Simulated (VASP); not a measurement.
Input of a VASP 6.6.1 run:

INCAR

```
  PREC = Accurate
  ENCUT = 520
  EDIFF = 1E-6
  ISMEAR = -1
  SIGMA = 0.1
  LREAL = False
  LASPH = True
  NELM = 80
  ALGO = Normal
  ISIF = 2
  LWAVE = False
  LCHARG = False
  GGA = B5
  ALDAX = 1.0
  AGGAX = 1.0
  AGGAC = 1.0
  ALDAC = 0.0
  NBANDS = 28
```

File KPOINTS:

```
regular mesh
0
Gamma
  11 11 3
```

Contents of POSCAR:

```
Ca
1.0
    4.0211507222      0.0000000000      0.0000000000
   -2.0105753611      3.4824186779      0.0000000000
    0.0000000000      0.0000000000     13.1775026622
Ca
4
Direct
    0.0000000000      1.0000000000      0.0000000000
    0.0000000000      1.0000000000      0.5000000000
    0.3333333333      0.6666666667      0.2500000000
    0.6666666667      0.3333333333      0.7500000000
```

Potentials or basis: VASP PAW PBE potentials, release 64 (Ca_sv).

Run with:

```bash
$ cat potpaw_PBE.64/Ca_sv/POTCAR > POTCAR
$ mpirun -np 1 vasp_std > vasp.out
```

**Question.** Predict the band gap on the k mesh.

**Answer.** Zero (bands 20 and 21 overlap by 0.33 eV).

**Question.** Estimate the pressure.

**Answer.** -1.1 GPa.

Caveat: the PAW data sets were made with another functional, which shifts forces and pressure a little.
